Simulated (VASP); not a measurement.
# Ti7Si16 (P1) in VASP: notebook

Runs on Ti7Si16. Level: PBE. Tasks: single point, relaxation of cell and atoms.

Everything below comes from runs of VASP 6.6.1. Logs are shortened: lines on timing, memory, paths and dates and some standing lists are left out, and cuts for length are marked.

## Step 1: The cell of the first run

The typed cell holds 23 atoms: a = 7.119 Å, b = 7.836 Å, c = 7.942 Å, α = 65.93°, β = 62.99°, γ = 62.72°.

## Step 2: Single point, PBE

Contents of INCAR:

```
  PREC = Accurate
  ENCUT = 520
  EDIFF = 1E-7
  ISMEAR = 0
  SIGMA = 0.1
  LREAL = Auto
  LASPH = T
  NELM = 100
  ALGO = Normal
  ISIF = 2
  LWAVE = F
  LCHARG = F
  GGA = PE
  NBANDS = 91
  ISYM = 0
```

Contents of KPOINTS:

```
Automatic mesh
0
Gamma
  2 2 2
  0.5 0.5 0.5
```

Contents of POSCAR:

```
Ti7Si16
1.0
   -0.0241471752     -0.0103580458     -7.1186239989
   -1.7750756545     -6.7429552062     -3.5751064168
   -7.0877636570      0.0010163677     -3.5832458893
Ti Si
7 16
Direct
    0.2052301694      0.7901191635      0.0528042027
    0.7002872858      0.7920689323      0.0531351418
    0.9574748975      0.7947503069      0.5513829970
    0.4482275523      0.7929943412      0.5484443423
    0.0476748934      0.2039126277      0.4506465230
    0.8027279169      0.1999314018      0.9495352107
    0.2984173626      0.2013029816      0.9506861639
    0.4560444661      0.1297895992      0.2319555812
    0.9310125834      0.1294878048      0.2337942690
    0.2210675271      0.1266557473      0.7039483227
    0.6995356845      0.1240393118      0.7074838156
    0.7919021057      0.8836698282      0.2833327931
    0.2890931811      0.8974186004      0.2730058366
    0.5460788162      0.8814777824      0.7752362355
    0.0406553531      0.8896956111      0.7810720842
    0.6873764443      0.4896468662      0.3763670004
    0.1946593785      0.4882514678      0.3769450345
    0.4388249021      0.4994905954      0.8755468238
    0.9400061371      0.4971594495      0.8753785390
    0.5644836605      0.4916067588      0.1277801300
    0.0614965161      0.5024317717      0.1256810307
    0.3186705946      0.4887196672      0.6251784637
    0.8120109753      0.5015928168      0.6250570813
```

Potentials or basis: VASP PAW PBE potentials, release 64 (Ti_sv, Si).

Run with:

```console
cat potpaw_PBE.64/Ti_sv/POTCAR potpaw_PBE.64/Si/POTCAR > POTCAR
mpirun -np 1 vasp_std > vasp.out
```

OUTCAR:

```text
PREC = Accurate
   ENCUT = 520
   EDIFF = 1E-7
   ISMEAR = 0
   LREAL = Auto
   LASPH = T
   NELM = 100
   ISIF = 2
   GGA = PE
   ISYM = 0

 ion  position               nearest neighbor table
   1  0.205  0.790  0.053-  14 2.59  15 2.59  13 2.59  12 2.60  18 2.64  21 2.64  20 2.67  17 2.69
                            10 2.94   9 2.96
   2  0.700  0.792  0.053-  13 2.57  15 2.59  14 2.61  12 2.62  21 2.65  19 2.67  16 2.69  20 2.69
                            11 2.91   8 2.94
   3  0.957  0.795  0.551-  14 2.58  13 2.58  12 2.59  15 2.59  19 2.67  23 2.69  22 2.70  17 2.72
                            11 2.79   9 2.80
   4  0.448  0.793  0.548-  12 2.57  15 2.58  13 2.58  14 2.61  18 2.67  23 2.68  22 2.69  16 2.69
                             8 2.81  10 2.81
   5  0.048  0.204  0.451-  11 2.55   8 2.55  10 2.55   9 2.56  17 2.63  16 2.64  23 2.67  21 2.68
                            13 2.74  15 2.77
   6  0.803  0.200  0.950-   9 2.57   8 2.58  20 2.65  10 2.66  19 2.68  11 2.68  18 2.69  23 2.69
                            15 2.72  12 2.79
   7  0.298  0.201  0.951-  11 2.57  10 2.59  22 2.64  19 2.66   9 2.68  21 2.69   8 2.69  13 2.69
                            18 2.70  14 2.81
   8  0.456  0.130  0.232-  12 2.37  13 2.45   5 2.55   6 2.58   7 2.69   4 2.81  17 2.93   2 2.94
                            20 2.97  18 3.12  21 3.12
   9  0.931  0.129  0.234-  12 2.37  13 2.43   5 2.56   6 2.57   7 2.68   3 2.80  16 2.93   1 2.96
                            20 2.97  19 3.12  21 3.14
  10  0.221  0.127  0.704-  14 2.36  15 2.45   5 2.55   7 2.59   6 2.66   4 2.81   1 2.94  17 2.96
                            22 2.98  19 3.12  23 3.13
  11  0.700  0.124  0.707-  14 2.37  15 2.44   5 2.55   7 2.57   6 2.68   3 2.79   2 2.91  22 2.99
                            16 2.99  18 3.14
  12  0.792  0.884  0.283-   8 2.37   9 2.37   4 2.57   3 2.59   1 2.60   2 2.62   6 2.79  23 3.11
                            21 3.13
  13  0.289  0.897  0.273-   9 2.43   8 2.45   2 2.57   3 2.58   4 2.58   1 2.59   7 2.69   5 2.74

  14  0.546  0.881  0.775-  10 2.36  11 2.37   3 2.58   1 2.59   2 2.61   4 2.61   7 2.81  23 3.09
                            18 3.13  19 3.15
  15  0.041  0.890  0.781-  11 2.44  10 2.45   4 2.58   2 2.59   1 2.59   3 2.59   6 2.72   5 2.77
                            21 3.15
  16  0.687  0.490  0.376-  22 2.47  20 2.49  21 2.52  23 2.55   5 2.64   2 2.69   4 2.69   9 2.93
                            11 2.99
  17  0.195  0.488  0.377-  20 2.48  22 2.50  21 2.52  23 2.52   5 2.63   1 2.69   3 2.72   8 2.93
                            10 2.96
  18  0.439  0.499  0.876-  23 2.50  20 2.51  21 2.51  22 2.54   1 2.64   4 2.67   6 2.69   7 2.70
                             8 3.12  14 3.13  11 3.14
  19  0.940  0.497  0.875-  22 2.51  20 2.52  23 2.52  21 2.52   7 2.66   2 2.67   3 2.67   6 2.68
                            10 3.12   9 3.12  14 3.15
  20  0.564  0.492  0.128-  17 2.48  16 2.49  18 2.51  19 2.52   6 2.65   1 2.67   2 2.69   9 2.97
                             8 2.97
  21  0.061  0.502  0.126-  18 2.51  16 2.52  17 2.52  19 2.52   1 2.64   2 2.65   5 2.68   7 2.69
                             8 3.12  12 3.13   9 3.14  15 3.15
  22  0.319  0.489  0.625-  16 2.47  17 2.50  19 2.51  18 2.54   7 2.64   4 2.69   3 2.70  10 2.98
                            11 2.99
  23  0.812  0.502  0.625-  18 2.50  19 2.52  17 2.52  16 2.55   5 2.67   4 2.68   3 2.69   6 2.69
                            14 3.09  12 3.11  10 3.13

IMPORTANT INFORMATION: All symmetrisations will be switched off!
NOSYMM: (Re-)initialisation of all symmetry stuff for point group C_1.

----------------------------------------------------------------------------------------

                                     Primitive cell

  volume of cell :     339.4494

  direct lattice vectors                    reciprocal lattice vectors
    -0.024147175 -0.010358046 -7.118623999     0.071189702  0.055911067 -0.140799424
    -1.775075654 -6.742955206 -3.575106417    -0.000130654 -0.148383242  0.000216350
    -7.087763657  0.001016368 -3.583245889    -0.141298039  0.036970954  0.000425504

  length of vectors
     7.118672490  7.835797623  7.942042923     0.167387272  0.148383457  0.146055361

  position of ions in fractional coordinates (direct lattice)
     0.205230169  0.790119164  0.052804203
     0.700287286  0.792068932  0.053135142
     0.957474897  0.794750307  0.551382997
     0.448227552  0.792994341  0.548444342
     0.047674893  0.203912628  0.450646523
     0.802727917  0.199931402  0.949535211
[... 15 lines left out ...]
     0.318670595  0.488719667  0.625178464
     0.812010975  0.501592817  0.625057081

  ion indices of the primitive-cell ions
   primitive index   ion index
                 1           1
                 2           2
                 3           3
                 4           4
                 5           5
                 6           6
[... 15 lines left out ...]
                22          22
                23          23

----------------------------------------------------------------------------------------

 KPOINTS: Automatic mesh

Automatic generation of k-mesh.
 Grid dimensions read from file:
 generate k-points for:    2    2    2

 Generating k-lattice:

  Cartesian coordinates                     Fractional coordinates (reciprocal lattice)
     0.035594851  0.027955533 -0.070399712     0.500000000  0.000000000  0.000000000
    -0.000065327 -0.074191621  0.000108175    -0.000000000  0.500000000 -0.000000000
    -0.070649020  0.018485477  0.000212752     0.000000000 -0.000000000  0.500000000

  Length of vectors
     0.083693636  0.074191729  0.073027680

  Shift w.r.t. Gamma in fractional coordinates (k-lattice)
     0.500000000  0.500000000  0.500000000

 Subroutine IBZKPT returns following result:
 ===========================================

 Found      4 irreducible k-points:

 Following reciprocal coordinates:
            Coordinates               Weight
  0.250000  0.250000  0.250000      2.000000
 -0.250000  0.250000  0.250000      2.000000
  0.250000 -0.250000  0.250000      2.000000
 -0.250000 -0.250000  0.250000      2.000000
   k-points           NKPTS =      4   k-points in BZ     NKDIM =      4   number of bands    NBANDS=     91
   number of dos      NEDOS =    301   number of ions     NIONS =     23
   total plane-waves  NPLWV = 194400
   dimension x,y,z NGX =    54 NGY =   60 NGZ =   60
   dimension x,y,z NGXF=   108 NGYF=  120 NGZF=  120
   ions per type =               7  16
   NGX,Y,Z   is equivalent  to a cutoff of  12.61, 12.73, 12.56 a.u.
   NGXF,Y,Z  is equivalent  to a cutoff of  25.22, 25.46, 25.12 a.u.
 SYSTEM =  unknown system
   PREC   = accura    normal or accurate (medium, high low for compatibility)
   ISTART =      0    job   : 0-new  1-cont  2-samecut
   ICHARG =      2    charge: 1-file 2-atom 10-const
   ISPIN  =      1    spin polarized calculation?
   LNONCOLLINEAR =      F non collinear calculations
   LSORBIT =      F    spin-orbit coupling
   LASPH  =      T    aspherical Exc in radial PAW
   ENCUT  =  520.0 eV  38.22 Ry    6.18 a.u.  13.24 14.57 14.77*2*pi/ulx,y,z
   NELM   =    100;   NELMIN=  2; NELMDL= -5     # of ELM steps
   EDIFF  = 0.1E-06   stopping-criterion for ELM
   LREAL  =      T    real-space projection
   EDIFFG = 0.1E-05   stopping-criterion for IOM
   NSW    =      0    number of steps for IOM
   IBRION =     -1    ionic relax: 0-MD 1-quasi-New 2-CG
   NFREE  =      0    steps in history (QN), initial steepest desc. (CG)
   ISIF   =      2    stress and relaxation
   ISYM   =      0    0-nonsym 1-usesym 2-fastsym
   POTIM  = 0.5000    time-step for ionic-motion
   TEBEG  =    0.0;   TEEND  =   0.0 temperature during run
   PSTRESS=    0.0 pullay stress
   NELECT =     148.0000    total number of electrons
   NUPDOWN=      -1.0000    fix difference up-down
   EMIN   =  10.00;   EMAX   =-10.00  energy-range for DOS
   EFERMI =   0.00;   METHOD = LEGACY
   ISMEAR =     0;   SIGMA  =   0.10  broadening in eV -4-tet -1-fermi 0-gaus
   EFERMI_NEDOS =   21; number of points for ismear=-14 and -15
   IALGO  =     38    algorithm
   IMIX   =      4    mixing-type and parameters
     AMIX     =   0.40;   BMIX     =  1.00
     AMIX_MAG =   1.60;   BMIX_MAG =  1.00
  volume/ion in A,a.u.               =      14.76        99.60
  Fermi-wavevector in a.u.,A,eV,Ry     =   1.241377  2.345863 20.966811  1.541017
  Thomas-Fermi vector in A             =   2.375777
   LORBIT       =      0    0 simple, 1 ext, 2 COOP (PROOUT), +10 PAW based schemes
   GGA     = PE    functional components
   LHFCALC =     F    Hartree Fock is set to
   AEXX    =    0.0000 exact exchange contribution
   IVDW    =     0    specifies the selected vdW correction
   LEPSILON=     F    determine dielectric tensor
   LRPA    =     F    only Hartree local field effects (RPA)
 non-spin polarized calculation
 Gauss-broadening in eV      SIGMA  =   0.10
  energy-cutoff  :      520.00
  volume of cell :      339.45
 maximum number of plane-waves:      9136
 NGX is ok and might be reduce to    54
   NGX = 27   NGY = 29   NGZ = 29

 number of electron     148.0000005 magnetization

 Free energy of the ion-electron system (eV)
  ---------------------------------------------------
  ext. energy  EPLUGINS =         0.00000000
  ---------------------------------------------------
  free energy    TOTEN  =      -152.30676253 eV

  energy without entropy =     -152.26386913  energy(sigma->0) =     -152.28531583

 E-fermi :   9.6822     XC(G=0): -11.3966

 val. band max:        9.6426090123   @ k =   0.2500  -0.2500   0.2500
 cond. band min:       9.7101209136   @ k =  -0.2500   0.2500   0.2500
 fundamental gap:      0.0675119013
 Fermi energy:         9.6822043537

 k-point     1 :       0.2500    0.2500    0.2500
  band No.  band energies     occupation
      1     -47.0080      2.00000
      2     -46.9493      2.00000
      3     -46.9301      2.00000
      4     -46.9094      2.00000
      5     -46.9008      2.00000
      6     -46.8894      2.00000
[... 345 lines left out ...]
     85      11.4632      0.00000
     86      11.5696      0.00000
 [bands above 86 left out]

------------------------ aborting loop because EDIFF is reached ----------------------------------------

  FORCE on cell =-STRESS in cart. coord.  units (eV):
  Direction    XX          YY          ZZ          XY          YZ          ZX
  --------------------------------------------------------------------------------------
  -------------------------------------------------------------------------------------
  Total       -0.1327021     -0.0686261     -0.1626176     -0.0315188      0.0087488     -0.0371312
  in kB       -0.6263447     -0.3239105     -0.7675438     -0.1487667      0.0412935     -0.1752565
  external PRESSURE =      -0.5725997 kB  Pullay stress =       0.0000000 kB

 VOLUME and BASIS-vectors are now :
 -----------------------------------------------------------------------------
  energy-cutoff  :      520.00
  volume of cell :      339.45
      direct lattice vectors                 reciprocal lattice vectors
    -0.024147175 -0.010358046 -7.118623999     0.071189702  0.055911067 -0.140799424
    -1.775075654 -6.742955206 -3.575106417    -0.000130654 -0.148383242  0.000216350
    -7.087763657  0.001016368 -3.583245889    -0.141298039  0.036970954  0.000425504

 POSITION                                       TOTAL-FORCE (eV/Angst)
 -----------------------------------------------------------------------------------
     -1.78174     -5.32981     -4.47493        -0.007239     -0.007542      0.000844
     -1.79950     -5.34808     -8.00721        -0.006508     -0.007612      0.002490
     -5.34193     -5.36832    -11.63296         0.009089      0.009842     -0.000109
     -5.30569     -5.35121     -7.99101         0.011010      0.014844      0.007341
     -3.55719     -1.37501     -2.68317        -0.007646      0.008524      0.003299
     -7.10436     -1.35548     -9.83151         0.000340     -0.012337     -0.004105
[... 15 lines left out ...]
     -5.30633     -3.29808     -6.25589        -0.008606     -0.008489      0.015849
     -5.34023     -3.38999     -9.81338        -0.001923     -0.002473      0.010508
 -----------------------------------------------------------------------------------
    total drift:                               -0.023853      0.016019     -0.000288

  FREE ENERGIE OF THE ION-ELECTRON SYSTEM (eV)
  ---------------------------------------------------
  free  energy   TOTEN  =      -152.3067625274 eV

  energy  without entropy=     -152.2638691276  energy(sigma->0) =     -152.28531583
```

Run time: 5.7 min. Hardware: 1 thread of Intel Xeon Platinum 8259CL at 2.50GHz (Skylake/Cascade Lake), shared host; peak memory 0.46 GiB.

Results:

```yaml
Free_energy: -152.3068 eV
Pressure: -0.1 GPa
Largest_force: 0.022 eV/Å
Band_gap_on_the_k_mesh: zero (band 74 reaches 9.76 eV, above the bottom of band 75 at 9.51 eV)
```

Forces in eV/Å, atoms in the order of the input:
```
Ti  -0.007 -0.008  0.001
Ti  -0.007 -0.008  0.002
Ti   0.009  0.010  0.000
Ti   0.011  0.015  0.007
Ti  -0.008  0.009  0.003
Ti   0.000 -0.012 -0.004
Ti  -0.015 -0.003 -0.003
Si   0.001 -0.012  0.009
Si   0.006  0.017 -0.009
Si  -0.001 -0.013  0.003
Si  -0.001 -0.001 -0.004
Si   0.003  0.002 -0.001
Si   0.002 -0.010 -0.006
Si   0.001 -0.004  0.001
Si   0.008 -0.015  0.003
Si   0.000  0.001 -0.004
Si   0.002  0.009 -0.020
Si   0.011  0.012 -0.008
Si   0.007  0.012 -0.017
Si  -0.009 -0.005  0.009
Si  -0.003  0.015  0.011
Si  -0.009 -0.008  0.016
Si  -0.002 -0.002  0.011
```

Levels at points of the mesh, in eV from the Fermi level:
| k point | band 71 | band 72 | band 73 | band 74 | band 75 | band 76 | band 77 | band 78 |
| --- | --- | --- | --- | --- | --- | --- | --- | --- |
| (0.25, 0.25, 0.25) | -0.92 | -0.82 | -0.68 | -0.33 | -0.17 | 0.61 | 0.75 | 1.05 |

Caveat: the k points lie up to 0.53 Å⁻¹ apart.

(Part 1 of 2 ends here.)
